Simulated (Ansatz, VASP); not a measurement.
**Au: VASP beside Ansatz**

```
Au
1.0
     3.08643    0.00000    0.00000
    -1.54322    2.67293    0.00000
     0.00000    0.00000    4.12839
Au
2
Direct
  0.33333 0.66667 0.75000
  0.66667 0.33333 0.25000
```

Alike in both runs: task single point; functional PBEsol; k mesh 24 × 24 × 14; occupations gaussian, width 0.15 eV; no spin polarisation.

|  | VASP | Ansatz |
| --- | --- | --- |
| version | VASP 6.6.1 | Ansatz 0.2.0 |
| potentials or method | VASP PAW PBE potentials, release 64 (Au), cutoff 520 eV | scalar-relativistic, plane waves, PAW |
| valence electrons in the cell | 22 | 38 |

Ansatz gave:

| Item | Value |
| --- | --- |
| gap on the k mesh at the Fermi level (eV) | none |
| pressure (GPa) | 7.5 |
| traceless stress, the component that is largest in VASP (GPa) | 10.98 |

Task: Which values does VASP return?

Result: gap on the k mesh at the Fermi level (eV): none; pressure (GPa): 7.2; traceless stress, the component that is largest in VASP (GPa): 10.91.

VASP's potentials were made for PBE, not for PBEsol. A gap of «none» marks a metal or a gap that the smearing closes. With one functional, cell and mesh, what is left measures potentials, basis and numerics. VASP's potentials hold 22 valence electrons a cell and Ansatz's 38, so a difference there can come from the potentials and not from the codes.

Spin-orbit coupling is off throughout.
